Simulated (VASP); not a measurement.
Crystal: GaBiTe2Se.

```xyz
5
Lattice="4.3842 0.0000 0.0000 0.0000 4.3842 0.0000 0.0000 0.0000 9.4130" Properties=species:S:1:pos:R:3 pbc="T T T"
Ga    0.0000    0.0000    4.7065
Bi    0.0000    0.0000    0.0000
Te    2.1921    2.1921    2.0713
Te    2.1921    2.1921    7.3417
Se    2.1921    2.1921    0.0000
```

The cell was generated, and may not be a known phase.

* Program: VASP 6.6.1
* Task: relaxation of cell and atoms
* Functional: PBE
* Potentials or basis: VASP PAW PBE potentials, release 64 (Ga_d, Bi_d, Te, Se)
* Cutoff: 600 eV
* k mesh: 4 × 4 × 2
* Occupations: gaussian, width 0.1 eV
* Spin: no spin polarisation

At the start: pressure 15.8 GPa; volume 36.19 Å³/atom.

**Question.** How do energy, volume and symmetry change on relaxing?

**Answer.** Over 30 steps the energy falls by 1765.5 meV/atom and the volume is 33.94 Å³/atom (-6.2 %); space group P4/mmm (No. 123, to 0.1 Å) before and after.

Step by step:
| step | energy change (eV) | largest force (eV/Å) | pressure (GPa) | volume (Å³) |
| --- | --- | --- | --- | --- |
| 1 | 0.0000 | 14.7338 | 15.77 | 180.93 |
| 2 | -5.2065 | 0.4610 | -4.51 | 272.65 |
| 3 | -5.2386 | 0.4368 | -4.58 | 269.57 |
| 4 | -5.2760 | 0.4101 | -4.64 | 266.38 |
| 5 | -6.2283 | 0.1019 | -4.78 | 223.99 |
| 6 | -6.7117 | 1.0705 | -2.13 | 202.54 |
| 7 | -6.7089 | 0.3719 | -3.32 | 208.29 |
| 8 | -6.7328 | 0.6697 | -2.81 | 205.39 |
| 9 | -6.7329 | 0.7303 | -2.72 | 204.90 |
| 10 | -7.0383 | 0.8783 | -1.61 | 188.59 |
| 11 | -7.2054 | 1.1332 | 1.18 | 168.31 |
| 12 | -7.3383 | 0.7975 | 0.76 | 166.20 |
| 13 | -7.4252 | 0.5019 | 0.76 | 163.12 |
| 14 | -7.4448 | 0.3268 | 2.27 | 156.94 |
| 15 | -7.5849 | 0.4220 | 1.04 | 159.45 |
| 16 | -7.9239 | 0.6089 | -1.33 | 167.02 |
| 17 | -8.7577 | 0.1274 | -1.50 | 182.19 |
| 18 | -8.4788 | 1.4943 | -2.08 | 176.14 |
| 19 | -8.7592 | 0.5667 | -1.87 | 180.76 |
| 20 | -8.7658 | 0.3283 | -1.74 | 181.33 |
| 21 | -8.3078 | 4.3666 | 2.54 | 175.13 |
| 22 | -8.7779 | 0.1059 | -1.29 | 180.26 |
| 23 | -8.8192 | 0.0363 | -0.23 | 173.73 |
| 24 | -8.8194 | 0.0306 | -0.13 | 173.22 |
| 25 | -8.8211 | 0.1228 | 0.00 | 172.40 |
| 26 | -8.8214 | 0.1714 | 0.06 | 171.98 |
| 27 | -8.8226 | 0.1467 | 0.02 | 171.73 |
| 28 | -8.8255 | 0.0751 | -0.05 | 170.97 |
| 29 | -8.8273 | 0.0568 | -0.17 | 169.43 |
| 30 | -8.8273 | 0.0330 | -0.16 | 169.71 |

Final structure:
```xyz
5
Lattice="4.1421 0.0000 0.0000 0.0000 4.1421 0.0000 0.0000 0.0000 9.8915" Properties=species:S:1:pos:R:3 pbc="T T T"
Ga    0.0000    0.0000    4.9458
Bi    0.0000    0.0000    0.0000
Te    2.0711    2.0711    3.5825
Te    2.0711    2.0711    6.3090
Se    2.0711    2.0711    0.0000
```

Caveat: this functional lacks dispersion, which binds layers or chains, so the pressure and a relaxed spacing across them are unreliable.
